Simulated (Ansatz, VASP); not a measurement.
# KF: VASP beside Ansatz

```
CELL_PARAMETERS angstrom
0.07192 2.67770 2.67770
2.67770 0.07192 2.67770
2.67770 2.67770 0.07192
ATOMIC_POSITIONS crystal
K 0.00000 0.00000 0.00000
F 0.50000 0.50000 0.50000
```

Change from the starting cell: epitaxial_111 strain -2.0%.

Alike in both runs: task single point; functional r2SCAN; k mesh 8 × 8 × 8; no spin polarisation.

|  | VASP | Ansatz |
| --- | --- | --- |
| version | VASP 6.6.1 | Ansatz 0.2.0 |
| potentials or method | VASP PAW PBE potentials, release 64 (K_sv, F) | plane waves, PAW |
| plane-wave cutoff (eV) | 520 | 500 |
| occupations | gaussian, width 0.01 eV | fixed |
| valence electrons in the cell | 16 | 16 |

Ansatz gave:

| Property | Result |
| --- | --- |
| gap on the k mesh at the Fermi level (eV) | 7.00 |
| pressure (GPa) | 0.7 |
| traceless stress, the component that is largest in VASP (GPa) | -0.36 |

What did VASP give for the same quantities?

gap on the k mesh at the Fermi level (eV): 7.00; pressure (GPa): 0.7; traceless stress, the component that is largest in VASP (GPa): -0.35.

VASP's potentials were made for PBE, not for r2SCAN.
